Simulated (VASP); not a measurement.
Set up this calculation in VASP 6.6.1, as the native input.

```
Task                   : single point
Functional             : PBE
Potentials or basis    : VASP PAW PBE potentials, release 64 (Cd, Se)
Cutoff                 : 520 eV
k mesh                 : 4 × 4 × 4
Occupations            : gaussian, width 0.01 eV
Spin                   : no spin polarisation
Dipole correction      : no
Further INCAR settings : ALGO = Normal; EDIFF = 1e-06; NBANDS = 16
```

The structure of CdSe lies in POSCAR:

```
CdSe
1.0
   -0.0398307578      3.0586280172      3.0586280172
    3.0586280172     -0.0398307578      3.0586280172
    3.0586280172      3.0586280172     -0.0398307578
Cd Se
1 1
Direct
   -0.0013673382     -0.0013673382     -0.0013673382
    0.2513673382      0.2513673382      0.2513673382
```

This cell differs from its parent crystal: epitaxial 111 strain +1.0%.

These files were run (other wordings do the same):

INCAR

```
PREC = Accurate
ENCUT = 520
EDIFF = 1E-6
ISMEAR = 0
SIGMA = 0.01
LREAL = F
LASPH = T
NELM = 100
ALGO = Normal
ISIF = 2
LWAVE = F
LCHARG = F
GGA = PE
NBANDS = 16
```

KPOINTS

```
Automatic mesh
0
Gamma
  4 4 4
```

Potentials or basis: VASP PAW PBE potentials, release 64 (Cd, Se).

The run is started by

```bash
$ cat potpaw_PBE.64/Cd/POTCAR potpaw_PBE.64/Se/POTCAR > POTCAR
$ mpirun -np 1 vasp_std > vasp.out
```

Results of the run:

```json
{"Pressure": "1.3 GPa", "Band gap on the k mesh": "0.47 eV, direct"}
```

Caveat: the k points lie up to 0.44 Å⁻¹ apart; the cell differs from its parent crystal (epitaxial 111 strain +1.0%).

Run time: 13 s on 1 thread of Intel(R) Xeon(R) Platinum 8488C (Sapphire Rapids), with other jobs on the host, peak memory 0.18 GiB.
